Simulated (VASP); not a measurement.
# W (Im-3m) in VASP: a series of runs, part 2 of 3

VASP 6.6.1.

## 4. Single point, RPBE (18.22 Å³/atom)

This run uses another cell than the first one, of 18.22 Å³/atom.

File INCAR:

```
ALGO     = Normal         # electronic algorithm
EDIFF    = 1E-6           # SCF threshold, eV
ENCUT    = 500            # plane-wave cutoff, eV
GGA      = RP             # functional
GGA_COMPAT= F            
ISIF     = 2              # what is computed and relaxed
ISMEAR   = -5             # smearing method
LASPH    = T              # aspherical terms in the spheres
LCHARG   = T              # write CHGCAR
LELF     = T              # ELF
LREAL    = F              # projectors in reciprocal space
LVHAR    = T            
LWAVE    = F              # write WAVECAR
NBANDS   = 13             # bands
NELM     = 120            # most SCF steps
PREC     = Accurate       # precision mode
SIGMA    = 0.05           # smearing width, eV
```

File KPOINTS:

```
k-points
0
Gamma
  12 12 12
```

File POSCAR:

```
W
1.0
   -1.6578063250      1.6578063250      1.6578063250
    1.6578063250     -1.6578063250      1.6578063250
    1.6578063250      1.6578063250     -1.6578063250
W
1
Direct
    0.0000000000      0.0000000000      0.0000000000
```

Potentials or basis: VASP PAW PBE potentials, release 64 (W_sv).

Launch:

```bash
cat potpaw_PBE.64/W_sv/POTCAR > POTCAR
mpirun -np 1 vasp_std > vasp.out
```

OUTCAR:

```text
EDIFF = 1E-6
   ENCUT = 500
   GGA = RP
   ISIF = 2
   ISMEAR = -5
   LASPH = T
   LREAL = F
   NELM = 120
   PREC = Accurate

 ion  position               nearest neighbor table
   1  0.000  0.000  0.000-

  LATTYP: Found a body centered cubic cell.
 ALAT       =     3.3156126500

  Lattice vectors:

 A1 = (  -1.6578063250,   1.6578063250,   1.6578063250)
 A2 = (   1.6578063250,  -1.6578063250,   1.6578063250)
 A3 = (   1.6578063250,   1.6578063250,  -1.6578063250)

Analysis of symmetry for initial positions (statically):
=====================================================================
 Subroutine PRICEL returns:
 Original cell was already a primitive cell.

 Routine SETGRP: Setting up the symmetry group for a
 body centered cubic supercell.

 Subroutine GETGRP returns: Found 48 space group operations
 (whereof 48 operations were pure point group operations)
 out of a pool of 48 trial point group operations.

The static configuration has the point symmetry O_h .

Analysis of symmetry for dynamics (positions and initial velocities):
=====================================================================
 Subroutine PRICEL returns:
 Original cell was already a primitive cell.

 Routine SETGRP: Setting up the symmetry group for a
 body centered cubic supercell.

 Subroutine GETGRP returns: Found 48 space group operations
 (whereof 48 operations were pure point group operations)
 out of a pool of 48 trial point group operations.

The dynamic configuration has the point symmetry O_h .

 Subroutine INISYM returns: Found 48 space group operations
 (whereof 48 operations are pure point group operations),
 and found     1 'primitive' translations

----------------------------------------------------------------------------------------

                                     Primitive cell

  volume of cell :      18.2247

  direct lattice vectors                    reciprocal lattice vectors
    -1.657806325  1.657806325  1.657806325     0.000000000  0.301603385  0.301603385
     1.657806325 -1.657806325  1.657806325     0.301603385  0.000000000  0.301603385
     1.657806325  1.657806325 -1.657806325     0.301603385  0.301603385  0.000000000

  length of vectors
     2.871404784  2.871404784  2.871404784     0.426531598  0.426531598  0.426531598

  position of ions in fractional coordinates (direct lattice)
     0.000000000  0.000000000  0.000000000

  ion indices of the primitive-cell ions
   primitive index   ion index
                 1           1

----------------------------------------------------------------------------------------

 KPOINTS: k-points

Automatic generation of k-mesh.
 Grid dimensions read from file:
 generate k-points for:   12   12   12

 Generating k-lattice:

  Cartesian coordinates                     Fractional coordinates (reciprocal lattice)
     0.000000000  0.025133615  0.025133615     0.083333333  0.000000000  0.000000000
     0.025133615  0.000000000  0.025133615     0.000000000  0.083333333  0.000000000
     0.025133615  0.025133615  0.000000000     0.000000000  0.000000000  0.083333333

  Length of vectors
     0.035544300  0.035544300  0.035544300

  Shift w.r.t. Gamma in fractional coordinates (k-lattice)
     0.000000000  0.000000000  0.000000000

 TETIRR: Found   1910 inequivalent tetrahedra from    10368

 Subroutine IBZKPT returns following result:
 ===========================================

 Found     72 irreducible k-points:

 Following reciprocal coordinates:
            Coordinates               Weight
  0.000000  0.000000  0.000000      1.000000
  0.083333  0.000000  0.000000     12.000000
  0.166667  0.000000  0.000000     12.000000
  0.250000  0.000000  0.000000     12.000000
  0.333333  0.000000  0.000000     12.000000
  0.416667  0.000000  0.000000     12.000000
[... 16 lines left out ...]
  0.333333  0.083333  0.083333     24.000000
  0.416667  0.083333  0.083333     12.000000
 [... further k-points ...]
   k-points           NKPTS =     72   k-points in BZ     NKDIM =     72   number of bands    NBANDS=     13
   number of dos      NEDOS =    301   number of ions     NIONS =      1
   total plane-waves  NPLWV =  13824
   dimension x,y,z NGX =    24 NGY =   24 NGZ =   24
   dimension x,y,z NGXF=    48 NGYF=   48 NGZF=   48
   ions per type =               1
   NGX,Y,Z   is equivalent  to a cutoff of  13.90, 13.90, 13.90 a.u.
   NGXF,Y,Z  is equivalent  to a cutoff of  27.79, 27.79, 27.79 a.u.
 SYSTEM =  unknown system
   PREC   = accura    normal or accurate (medium, high low for compatibility)
   ISTART =      0    job   : 0-new  1-cont  2-samecut
   ICHARG =      2    charge: 1-file 2-atom 10-const
   ISPIN  =      1    spin polarized calculation?
   LNONCOLLINEAR =      F non collinear calculations
   LSORBIT =      F    spin-orbit coupling
   LASPH  =      T    aspherical Exc in radial PAW
   ENCUT  =  500.0 eV  36.75 Ry    6.06 a.u.   5.24  5.24  5.24*2*pi/ulx,y,z
   NELM   =    120;   NELMIN=  2; NELMDL= -5     # of ELM steps
   EDIFF  = 0.1E-05   stopping-criterion for ELM
   LREAL  =      F    real-space projection
   EDIFFG = 0.1E-04   stopping-criterion for IOM
   NSW    =      0    number of steps for IOM
   IBRION =     -1    ionic relax: 0-MD 1-quasi-New 2-CG
   NFREE  =      0    steps in history (QN), initial steepest desc. (CG)
   ISIF   =      2    stress and relaxation
   ISYM   =      2    0-nonsym 1-usesym 2-fastsym
   POTIM  = 0.5000    time-step for ionic-motion
   TEBEG  =    0.0;   TEEND  =   0.0 temperature during run
   PSTRESS=    0.0 pullay stress
   NELECT =      14.0000    total number of electrons
   NUPDOWN=      -1.0000    fix difference up-down
   EMIN   =  10.00;   EMAX   =-10.00  energy-range for DOS
   EFERMI =   0.00;   METHOD = LEGACY
   ISMEAR =    -5;   SIGMA  =   0.05  broadening in eV -4-tet -1-fermi 0-gaus
   EFERMI_NEDOS =   21; number of points for ismear=-14 and -15
   IALGO  =     38    algorithm
   IMIX   =      4    mixing-type and parameters
     AMIX     =   0.40;   BMIX     =  1.00
     AMIX_MAG =   1.60;   BMIX_MAG =  1.00
  volume/ion in A,a.u.               =      18.22       122.99
  Fermi-wavevector in a.u.,A,eV,Ry     =   1.499329  2.833322 30.585742  2.247989
  Thomas-Fermi vector in A             =   2.610973
   LORBIT       =      0    0 simple, 1 ext, 2 COOP (PROOUT), +10 PAW based schemes
   GGA     = RP    functional components
   LHFCALC =     F    Hartree Fock is set to
   AEXX    =    0.0000 exact exchange contribution
   IVDW    =     0    specifies the selected vdW correction
   LEPSILON=     F    determine dielectric tensor
   LRPA    =     F    only Hartree local field effects (RPA)
 non-spin polarized calculation
 Fermi weights with tetrahedron method with Bloechl corrections
  energy-cutoff  :      500.00
  volume of cell :       18.22
 maximum number of plane-waves:       476
 NGX is ok and might be reduce to    24
   NGX = 11   NGY = 11   NGZ = 11

 number of electron      14.0000003 magnetization

 Free energy of the ion-electron system (eV)
  ---------------------------------------------------
  ext. energy  EPLUGINS =         0.00000000
  ---------------------------------------------------
  free energy    TOTEN  =       -12.24398136 eV

  energy without entropy =      -12.24398136  energy(sigma->0) =      -12.24398136

 E-fermi :   9.6366     XC(G=0): -12.8119

 val. band max:        9.8991187390   @ k =   0.5000   0.0000   0.0000
 cond. band min:       9.5348392988   @ k =  -0.2500   0.3333   0.1667
 fundamental gap:     -0.3642794402
 Fermi energy:         9.6365587778

 k-point     1 :       0.0000    0.0000    0.0000
  band No.  band energies     occupation
      1     -64.8218      2.00000
      2     -28.5399      2.00000
      3     -28.5399      2.00000
      4     -28.5399      2.00000
      5       0.7671      2.00000
      6       8.5902      2.00000
      7       8.5902      2.00000
      8       8.5902      2.00000
      9      11.5623      0.00000
     10      11.5623      0.00000
     11      23.7630      0.00000
     12      23.7630      0.00000
     13      23.7630      0.00000
[... 353 lines left out ...]
 k-point    24 :       0.4167    0.0833    0.0833
  band No.  band energies     occupation
      1     -64.7499      2.00000
      2     -29.2847      2.00000
      3     -28.8402      2.00000
      4     -28.5939      2.00000
      5       4.7485      2.00000
      6       6.5992      2.00000
      7       9.1095      2.00464
      8      11.5972      0.00000
      9      12.2376      0.00000
     10      15.7355      0.00000
     11      17.7590      0.00000
     12      21.2000      0.00000
     13      23.6173      0.00000

 [... further k-points ...]

------------------------ aborting loop because EDIFF is reached ----------------------------------------

  FORCE on cell =-STRESS in cart. coord.  units (eV):
  Direction    XX          YY          ZZ          XY          YZ          ZX
  --------------------------------------------------------------------------------------
  -------------------------------------------------------------------------------------
  Total       -2.8608367     -2.8608367     -2.8608367      0.0000000      0.0000000      0.0000000
  in kB     -251.5024826   -251.5024826   -251.5024826      0.0000000      0.0000000      0.0000000
  external PRESSURE =    -251.5024826 kB  Pullay stress =       0.0000000 kB

 VOLUME and BASIS-vectors are now :
 -----------------------------------------------------------------------------
  energy-cutoff  :      500.00
  volume of cell :       18.22
      direct lattice vectors                 reciprocal lattice vectors
    -1.657806325  1.657806325  1.657806325     0.000000000  0.301603385  0.301603385
     1.657806325 -1.657806325  1.657806325     0.301603385  0.000000000  0.301603385
     1.657806325  1.657806325 -1.657806325     0.301603385  0.301603385  0.000000000

 POSITION                                       TOTAL-FORCE (eV/Angst)
 -----------------------------------------------------------------------------------
      0.00000      0.00000      0.00000        -0.000000      0.000000      0.000000
 -----------------------------------------------------------------------------------
    total drift:                                0.000000      0.000000      0.000000

  FREE ENERGIE OF THE ION-ELECTRON SYSTEM (eV)
  ---------------------------------------------------
  free  energy   TOTEN  =       -12.2439813572 eV

  energy  without entropy=      -12.2439813572  energy(sigma->0) =      -12.24398136
```

Wall time 9.2 s (1 thread of Intel Xeon Platinum 8488C (Sapphire Rapids), shared host); peak memory 0.15 GiB.

Results:

```
Free energy            : -12.2440 eV
Pressure               : -25.2 GPa
Band gap on the k mesh : zero (bands 7 and 8 overlap by 5.24 eV)
```

Caveat: the cell stands under tension; the PAW data sets were made with another functional, which shifts forces and pressure a little; spin-orbit coupling is left out, which moves the levels of the heavy elements; tetrahedron occupations give inexact forces and stress in metals.

[end of part 2 of 3]
